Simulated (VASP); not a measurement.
Ir: single point with PBEsol

Ir:

```
Ir
1.0
     2.74486    0.00000    0.00000
    -1.37243    2.37712    0.00000
     0.00000    0.00000    4.44668
Ir
2
Direct
  0.33333 0.66667 0.25000
  0.66667 0.33333 0.75000
```

This isn't the form of Ir at room conditions, which is fcc.

```yaml
Program: VASP 6.6.1
Task: single point
Functional: PBEsol
Potentials_or_basis: VASP PAW PBE potentials, release 64 (Ir)
Cutoff: 520 eV
k_mesh: 13 × 13 × 7
Occupations: fermi-dirac, width 0.05 eV
Spin: no spin polarisation
Dipole_correction: no
Further_INCAR_settings: ALGO = Normal; EDIFF = 1e-07; NBANDS = 16
```

```yaml
Pressure: -8.9 GPa
Band_gap_on_the_k_mesh: zero (bands 9 and 10 overlap by 3.29 eV)
```

Stress tensor (GPa, compression positive):
```
-9.18  0.00  0.00
 0.00 -9.18  0.00
 0.00  0.00 -8.34
```

Levels at points of the mesh, in eV from the Fermi level:
```
           k point  band 5  band 6  band 7  band 8  band 9  band 10  band 11  band 12  band 13  band 14
(0.00, 0.00, 0.00)   -3.75   -3.11   -3.11   -2.34   -2.34    -0.83     0.24     0.24     6.80    14.23
```

Wall time 48 s on 1 thread of Intel Xeon 8259CL (shared host), peak memory 0.13 GiB.

Caveat: the cell stands under tension; the PAW data sets were made with another functional, which shifts forces and pressure a little; spin-orbit coupling is left out, which moves the levels of the heavy elements.
